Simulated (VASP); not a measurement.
The system is CuO.

```
CELL_PARAMETERS angstrom
2.32613 -1.69981 0.00000
2.32613 1.69981 0.00000
-0.84432 0.00000 5.02392
ATOMIC_POSITIONS crystal
Cu 0.50000 0.00000 0.50000
Cu 0.00000 0.50000 0.00000
O 0.41840 0.58160 0.75000
O 0.58160 0.41840 0.25000
```

Base run:

```yaml
Program: VASP 6.6.1
Functional: r2SCAN
Potentials_or_basis: VASP PAW PBE potentials, release 64 (Cu, O)
Cutoff: 520 eV
k_mesh: 10 × 10 × 5
Occupations: fermi-dirac, width 0.05 eV
Spin: no spin polarisation
```

Its results: band gap on the k mesh zero (bands 17 and 18 overlap by 0.59 eV); pressure 3.6 GPa; largest force 0.174 eV/Å.

Task: After a change of settings the same cell gave: band gap on the k mesh zero (bands 17 and 18 overlap by 0.61 eV); pressure -5.3 GPa; largest force 0.363 eV/Å. Which change was it?
A. functional from r2SCAN to LDA; potentials or basis from VASP PAW PBE potentials, release 64 (Cu, O) to VASP PAW LDA potentials, release 64 (Cu, O)
B. functional from r2SCAN to BLYP; dispersion from none to D3(BJ)
C. functional from r2SCAN to revPBE; dispersion from none to D3(BJ)

Result: A.

Caveats: semilocal functionals often make such compounds metallic where correlation or magnetic order opens a gap, which also shifts bond lengths; the cell stands under pressure (at least some runs); the PAW data sets were made with another functional, which shifts forces and pressure a little (at least some runs); the cell stands under tension (at least some runs).
